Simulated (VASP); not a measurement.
# Ta2SiOF2 (P-4m2) in VASP: single point with PBE

Aim: the single point of Ta2SiOF2 with PBE.

Everything below comes from runs of VASP 6.6.1. Logs are shortened: lines on timing, memory, paths and dates and some standing lists are left out, and cuts for length are marked.

### 1 The cell of the first run

It takes space group P-4m2 (No. 115, tetragonal). Conventional cell: a = 3.739 Å, b = 3.739 Å, c = 6.240 Å, α = 90.00°, β = 90.00°, γ = 90.00°. Within 2.8 Å of Ta (site symmetry 2mm) lie 2 Si at 2.15 Å and 2 O at 2.15 Å and 4 F at 2.80 Å. Within 2.8 Å of Si (site symmetry -4m2) lie 4 Ta at 2.15 Å and 4 O at 2.64 Å and 4 F at 2.73 Å. O (site symmetry -4m2) has 4 Ta at 2.15 Å and 4 Si at 2.64 Å and 4 F at 2.73 Å within 2.8 Å. Within 3.8 Å of F (site symmetry 2mm) lie 2 Si at 2.73 Å and 2 O at 2.73 Å and 6 Ta at 2.80 to 3.19 Å and 8 F at 3.48 to 3.74 Å.

The cell was generated, and may not be a known phase.

### 2 Single point, PBE, collinear spin

Contents of INCAR:

```
SYSTEM = Ta2SiOF2
PREC = Accurate
ENCUT = 520
EDIFF = 1E-6
ISMEAR = 0
SIGMA = 0.1
LREAL = .False.
LASPH = .True.
NELM = 150
ALGO = Normal
ISIF = 2
LWAVE = .False.
LCHARG = .False.
ISPIN = 2
MAGMOM = 1 1 0 0 0 0
LORBIT = 11
LMAXMIX = 4
GGA = PE
NBANDS = 36
```

Contents of KPOINTS:

```
Automatic mesh
0
Gamma
  6 6 4
  0 0 0
```

Contents of POSCAR:

```
Ta2SiOF2
1.0
    3.7385344800      0.0000000000      0.0000000000
    0.0000000000      3.7385344800      0.0000000000
    0.0000000000      0.0000000000      6.2395360500
Ta Si O F
2 1 1 2
Direct
    0.5000000000      0.0000000000      0.8291289800
    0.0000000000      0.5000000000      0.1708710200
    0.5000000000      0.5000000000      0.0000000000
    0.0000000000      0.0000000000      0.0000000000
    0.5000000000      0.0000000000      0.3182089900
    0.0000000000      0.5000000000      0.6817910100
```

Potentials or basis: VASP PAW PBE potentials, release 64 (Ta_pv, Si, O, F).

The run is started by

```bash
$ cat potpaw_PBE.64/Ta_pv/POTCAR potpaw_PBE.64/Si/POTCAR potpaw_PBE.64/O/POTCAR potpaw_PBE.64/F/POTCAR > POTCAR
$ mpirun -np 1 vasp_std > vasp.out
```

OUTCAR:

```text
SYSTEM = Ta2SiOF2
   PREC = Accurate
   ENCUT = 520
   EDIFF = 1E-6
   ISMEAR = 0
   LREAL = .False.
   LASPH = .True.
   NELM = 150
   ISIF = 2
   ISPIN = 2
   LORBIT = 11
   GGA = PE

 ion  position               nearest neighbor table
   1  0.500  0.000  0.829-   3 2.15   4 2.15   3 2.15   4 2.15   2 3.40   2 3.40   2 3.40   2 3.40

   2  0.000  0.500  0.171-   3 2.15   4 2.15   4 2.15   3 2.15   1 3.40   1 3.40   1 3.40   1 3.40

   3  0.500  0.500  0.000-   1 2.15   2 2.15   1 2.15   2 2.15
   4  0.000  0.000  0.000-   1 2.15   2 2.15   2 2.15   1 2.15
   5  0.500  0.000  0.318-
   6  0.000  0.500  0.682-

  LATTYP: Found a simple tetragonal cell.
 ALAT       =     3.7385344800
 C/A-ratio  =     1.6689791370

  Lattice vectors:

 A1 = (   3.7385344800,   0.0000000000,   0.0000000000)
 A2 = (   0.0000000000,   3.7385344800,   0.0000000000)
 A3 = (   0.0000000000,   0.0000000000,   6.2395360500)

Analysis of symmetry for initial positions (statically):
=====================================================================
 Subroutine PRICEL returns:
 Original cell was already a primitive cell.

 Routine SETGRP: Setting up the symmetry group for a
 simple tetragonal supercell.

 Subroutine GETGRP returns: Found  8 space group operations
 (whereof  8 operations were pure point group operations)
 out of a pool of 16 trial point group operations.

The static configuration has the point symmetry D_2d.

Analysis of symmetry for dynamics (positions and initial velocities):
=====================================================================
 Subroutine PRICEL returns:
 Original cell was already a primitive cell.

 Routine SETGRP: Setting up the symmetry group for a
 simple tetragonal supercell.

 Subroutine GETGRP returns: Found  8 space group operations
 (whereof  8 operations were pure point group operations)
 out of a pool of 16 trial point group operations.

The dynamic configuration has the point symmetry D_2d.

Analysis of structural, dynamic, and magnetic symmetry:
=====================================================================
 Subroutine PRICEL returns:
 Original cell was already a primitive cell.

 Routine SETGRP: Setting up the symmetry group for a
 simple tetragonal supercell.

 Subroutine GETGRP returns: Found  8 space group operations
 (whereof  8 operations were pure point group operations)
 out of a pool of 16 trial point group operations.

The overall configuration has the point symmetry D_2d.

 Subroutine INISYM returns: Found  8 space group operations
 (whereof  8 operations are pure point group operations),
 and found     1 'primitive' translations

----------------------------------------------------------------------------------------

                                     Primitive cell

  volume of cell :      87.2077

  direct lattice vectors                    reciprocal lattice vectors
     3.738534480  0.000000000  0.000000000     0.267484493  0.000000000  0.000000000
     0.000000000  3.738534480  0.000000000     0.000000000  0.267484493  0.000000000
     0.000000000  0.000000000  6.239536050     0.000000000  0.000000000  0.160268326

  length of vectors
     3.738534480  3.738534480  6.239536050     0.267484493  0.267484493  0.160268326

  position of ions in fractional coordinates (direct lattice)
     0.500000000  0.000000000  0.829128980
     0.000000000  0.500000000  0.170871020
     0.500000000  0.500000000  0.000000000
     0.000000000  0.000000000  0.000000000
     0.500000000  0.000000000  0.318208990
     0.000000000  0.500000000  0.681791010

  ion indices of the primitive-cell ions
   primitive index   ion index
                 1           1
                 2           2
                 3           3
                 4           4
                 5           5
                 6           6

----------------------------------------------------------------------------------------

 KPOINTS: Automatic mesh

Automatic generation of k-mesh.
 Grid dimensions read from file:
 generate k-points for:    6    6    4

 Generating k-lattice:

  Cartesian coordinates                     Fractional coordinates (reciprocal lattice)
     0.044580749  0.000000000  0.000000000     0.166666667  0.000000000  0.000000000
     0.000000000  0.044580749  0.000000000     0.000000000  0.166666667  0.000000000
     0.000000000  0.000000000  0.040067082     0.000000000  0.000000000  0.250000000

  Length of vectors
     0.044580749  0.044580749  0.040067082

  Shift w.r.t. Gamma in fractional coordinates (k-lattice)
     0.000000000  0.000000000  0.000000000

 Subroutine IBZKPT returns following result:
 ===========================================

 Found     30 irreducible k-points:

 Following reciprocal coordinates:
            Coordinates               Weight
  0.000000  0.000000  0.000000      1.000000
  0.166667  0.000000  0.000000      4.000000
  0.333333  0.000000  0.000000      4.000000
  0.500000  0.000000  0.000000      2.000000
  0.166667  0.166667  0.000000      4.000000
  0.333333  0.166667  0.000000      8.000000
[... 16 lines left out ...]
  0.333333  0.000000  0.500000      4.000000
  0.500000  0.000000  0.500000      2.000000
 [... further k-points ...]
   k-points           NKPTS =     30   k-points in BZ     NKDIM =     30   number of bands    NBANDS=     36
   number of dos      NEDOS =    301   number of ions     NIONS =      6
   total plane-waves  NPLWV =  37632
   dimension x,y,z NGX =    28 NGY =   28 NGZ =   48
   dimension x,y,z NGXF=    56 NGYF=   56 NGZF=   96
   ions per type =               2   1   1   2
   NGX,Y,Z   is equivalent  to a cutoff of  12.45, 12.45, 12.79 a.u.
   NGXF,Y,Z  is equivalent  to a cutoff of  24.90, 24.90, 25.58 a.u.
 SYSTEM =  Ta2SiOF2
   PREC   = accura    normal or accurate (medium, high low for compatibility)
   ISTART =      0    job   : 0-new  1-cont  2-samecut
   ICHARG =      2    charge: 1-file 2-atom 10-const
   ISPIN  =      2    spin polarized calculation?
   LNONCOLLINEAR =      F non collinear calculations
   LSORBIT =      F    spin-orbit coupling
   LASPH  =      T    aspherical Exc in radial PAW
   ENCUT  =  520.0 eV  38.22 Ry    6.18 a.u.   6.95  6.95 11.60*2*pi/ulx,y,z
   NELM   =    150;   NELMIN=  2; NELMDL= -5     # of ELM steps
   EDIFF  = 0.1E-05   stopping-criterion for ELM
   LREAL  =      F    real-space projection
   EDIFFG = 0.1E-04   stopping-criterion for IOM
   NSW    =      0    number of steps for IOM
   IBRION =     -1    ionic relax: 0-MD 1-quasi-New 2-CG
   NFREE  =      0    steps in history (QN), initial steepest desc. (CG)
   ISIF   =      2    stress and relaxation
   ISYM   =      2    0-nonsym 1-usesym 2-fastsym
   POTIM  = 0.5000    time-step for ionic-motion
   TEBEG  =    0.0;   TEEND  =   0.0 temperature during run
   PSTRESS=    0.0 pullay stress
   NELECT =      46.0000    total number of electrons
   NUPDOWN=      -1.0000    fix difference up-down
   EMIN   =  10.00;   EMAX   =-10.00  energy-range for DOS
   EFERMI =   0.00;   METHOD = LEGACY
   ISMEAR =     0;   SIGMA  =   0.10  broadening in eV -4-tet -1-fermi 0-gaus
   EFERMI_NEDOS =   21; number of points for ismear=-14 and -15
   IALGO  =     38    algorithm
   IMIX   =      4    mixing-type and parameters
     AMIX     =   0.40;   BMIX     =  1.00
     AMIX_MAG =   1.60;   BMIX_MAG =  1.00
  volume/ion in A,a.u.               =      14.53        98.08
  Fermi-wavevector in a.u.,A,eV,Ry     =   1.322744  2.499623 23.805451  1.749651
  Thomas-Fermi vector in A             =   2.452403
   LORBIT       =     11    0 simple, 1 ext, 2 COOP (PROOUT), +10 PAW based schemes
   GGA     = PE    functional components
   LHFCALC =     F    Hartree Fock is set to
   AEXX    =    0.0000 exact exchange contribution
   IVDW    =     0    specifies the selected vdW correction
   LEPSILON=     F    determine dielectric tensor
   LRPA    =     F    only Hartree local field effects (RPA)
 spin polarized calculation
 Gauss-broadening in eV      SIGMA  =   0.10
  energy-cutoff  :      520.00
  volume of cell :       87.21
 maximum number of plane-waves:      2368
 NGX is ok and might be reduce to    28
   NGX = 13   NGY = 13   NGZ = 23

 number of electron      45.9999960 magnetization       1.6446758

 Free energy of the ion-electron system (eV)
  ---------------------------------------------------
  ext. energy  EPLUGINS =         0.00000000
  ---------------------------------------------------
  free energy    TOTEN  =       -36.96321715 eV

  energy without entropy =      -36.94381164  energy(sigma->0) =      -36.95351440

 E-fermi :   5.1473     XC(G=0): -10.4949

 val. band max:        5.1313799087   @ k =   0.3333   0.3333   0.5000
 cond. band min:       5.1505388685   @ k =   0.3333   0.3333   0.0000
 fundamental gap:      0.0191589599
 Fermi energy:         5.1472872764

 spin component 1

 k-point     1 :       0.0000    0.0000    0.0000
  band No.  band energies     occupation
      1     -30.8626      1.00000
      2     -30.8626      1.00000
      3     -30.8026      1.00000
      4     -30.6247      1.00000
      5     -30.5578      1.00000
      6     -30.5578      1.00000
[... 27 lines left out ...]
     34      14.1317      0.00000
     35      15.0108      0.00000

 k-point     2 :       0.1667    0.0000    0.0000
  band No.  band energies     occupation
      1     -30.9031      1.00000
      2     -30.8593      1.00000
      3     -30.7819      1.00000
      4     -30.6360      1.00000
      5     -30.5656      1.00000
      6     -30.5585      1.00000
[... 27 lines left out ...]
     34      13.3236      0.00000
     35      14.2081      0.00000
[... 796 lines left out ...]
     34      11.9977      0.00000
     35      14.3896      0.00000

 k-point    24 :       0.5000    0.0000    0.5000
  band No.  band energies     occupation
      1     -30.9928      1.00000
      2     -30.8493      1.00000
      3     -30.7589      1.00000
      4     -30.6677      1.00000
      5     -30.5825      1.00000
      6     -30.5607      1.00000
[... 27 lines left out ...]
     34      12.1657      0.00000
     35      14.3853      0.00000

 [... further k-points ...]

 spin component 2

 k-point     1 :       0.0000    0.0000    0.0000
  band No.  band energies     occupation
      1     -30.6252      1.00000
      2     -30.6252      1.00000
      3     -30.2513      1.00000
      4     -30.2161      1.00000
      5     -30.2161      1.00000
      6     -30.0686      1.00000
[... 27 lines left out ...]
     34      14.7710      0.00000
     35      15.1951      0.00000

 k-point     2 :       0.1667    0.0000    0.0000
  band No.  band energies     occupation
      1     -30.6557      1.00000
      2     -30.6225      1.00000
      3     -30.2735      1.00000
      4     -30.2162      1.00000
      5     -30.1990      1.00000
      6     -30.0722      1.00000
[... 27 lines left out ...]
     34      13.5626      0.00000
     35      14.6330      0.00000
[... 796 lines left out ...]
     34      12.3312      0.00000
     35      14.6364      0.00000

 k-point    24 :       0.5000    0.0000    0.5000
  band No.  band energies     occupation
      1     -30.7418      1.00000
      2     -30.6141      1.00000
      3     -30.3375      1.00000
      4     -30.2167      1.00000
      5     -30.1313      1.00000
      6     -30.1055      1.00000
[... 27 lines left out ...]
     34      12.4965      0.00000
     35      14.7252      0.00000

 [... further k-points ...]

 [bands above 35 left out]

------------------------ aborting loop because EDIFF is reached ----------------------------------------

  FORCE on cell =-STRESS in cart. coord.  units (eV):
  Direction    XX          YY          ZZ          XY          YZ          ZX
  --------------------------------------------------------------------------------------
  -------------------------------------------------------------------------------------
  Total       19.3310632     19.3310632     11.2258977      0.0000000      0.0000000      0.0000000
  in kB      355.1495289    355.1495289    206.2417483      0.0000000      0.0000000      0.0000000
  external PRESSURE =     305.5136021 kB  Pullay stress =       0.0000000 kB

 VOLUME and BASIS-vectors are now :
 -----------------------------------------------------------------------------
  energy-cutoff  :      520.00
  volume of cell :       87.21
      direct lattice vectors                 reciprocal lattice vectors
     3.738534480  0.000000000  0.000000000     0.267484493  0.000000000  0.000000000
     0.000000000  3.738534480  0.000000000     0.000000000  0.267484493  0.000000000
     0.000000000  0.000000000  6.239536050     0.000000000  0.000000000  0.160268326

 POSITION                                       TOTAL-FORCE (eV/Angst)
 -----------------------------------------------------------------------------------
      1.86927      0.00000      5.17338         0.000000     -0.000000     -4.901846
      0.00000      1.86927      1.06616         0.000000      0.000000      4.901846
      1.86927      1.86927      0.00000         0.000000      0.000000      0.000000
      0.00000      0.00000      0.00000         0.000000      0.000000      0.000000
      1.86927      0.00000      1.98548        -0.000000      0.000000      1.322282
      0.00000      1.86927      4.25406         0.000000      0.000000     -1.322282
 -----------------------------------------------------------------------------------
    total drift:                                0.000000      0.000000      0.000000

  FREE ENERGIE OF THE ION-ELECTRON SYSTEM (eV)
  ---------------------------------------------------
  free  energy   TOTEN  =       -36.9632171541 eV

  energy  without entropy=      -36.9438116411  energy(sigma->0) =      -36.95351440

 total charge

# of ion       s       p       d       tot
------------------------------------------
    1        0.341   6.102   2.624   9.066
    2        0.341   6.102   2.624   9.066
    3        0.912   1.339   0.000   2.251
    4        1.562   3.478   0.000   5.040
    5        1.749   4.270   0.000   6.019
    6        1.749   4.270   0.000   6.019
--------------------------------------------------
tot          6.653  25.561   5.247  37.462

 magnetization (x)

# of ion       s       p       d       tot
------------------------------------------
    1        0.028   0.000   0.570   0.598
    2        0.028   0.000   0.570   0.598
    3       -0.008  -0.026   0.000  -0.034
    4        0.002  -0.009   0.000  -0.008
    5        0.003   0.015   0.000   0.018
    6        0.003   0.015   0.000   0.018
--------------------------------------------------
tot          0.055  -0.005   1.140   1.190
```

Run time: 1.8 min. Hardware: 1 thread of AMD EPYC 9R45 (Zen 5), shared host; peak memory 0.28 GiB.

Results:

* Free energy: -36.9632 eV
* Pressure: 30.6 GPa
* Largest force: 4.902 eV/Å
* Net moment: 1.64 μB per cell
* Site moments: Ta +0.60; Si -0.03; O -0.01; F +0.02 μB
* Valence electrons inside the program's atomic spheres: Ta 9.07; Si 2.25; O 5.04; F 6.02

Forces on the atoms (eV/Å):
```
Ta   0.000  0.000 -4.902
Ta   0.000  0.000  4.902
Si   0.000  0.000  0.000
O    0.000  0.000  0.000
F    0.000  0.000  1.322
F    0.000  0.000 -1.322
```

Levels at points of the mesh, in eV from the Fermi level:
Spin up:
```csv
k point,band 22,band 23,band 24,band 25,band 26,band 27
"(0.00, 0.00, 0.00)",-1.66,-1.31,-0.69,-0.21,0.41,0.90
"(0.50, 0.00, 0.00)",-1.96,-0.76,-0.70,0.32,0.86,0.88
"(0.50, 0.50, 0.00)",-0.38,-0.38,0.25,0.30,0.99,0.99
"(0.00, 0.00, 0.50)",-1.62,-1.30,-0.33,-0.27,0.88,1.24
"(0.50, 0.00, 0.50)",-1.64,-0.38,-0.14,0.25,0.46,0.81
"(0.50, 0.50, 0.50)",-0.13,-0.13,0.18,0.40,0.63,0.63
```
Spin down:
| k point | band 20 | band 21 | band 22 | band 23 | band 24 | band 25 |
| --- | --- | --- | --- | --- | --- | --- |
| (0.00, 0.00, 0.00) | -3.38 | -1.36 | -1.36 | -1.02 | 0.11 | 0.81 |
| (0.50, 0.00, 0.00) | -3.10 | -2.29 | -1.54 | -0.27 | 0.06 | 0.81 |
| (0.50, 0.50, 0.00) | -2.23 | -2.23 | 0.27 | 0.27 | 0.65 | 0.70 |
| (0.00, 0.00, 0.50) | -3.96 | -1.32 | -1.32 | -1.01 | 0.48 | 0.73 |
| (0.50, 0.00, 0.50) | -3.01 | -2.14 | -1.33 | 0.05 | 0.54 | 0.83 |
| (0.50, 0.50, 0.50) | -2.04 | -2.04 | 0.38 | 0.38 | 0.61 | 0.75 |

Caveat: the stress differs along the axes, from 21 to 36 GPa; spin-orbit coupling is left out, which moves the levels of the heavy elements; forces of over 1 eV/Å act on the atoms, so gaps and moduli don't describe the material at rest.
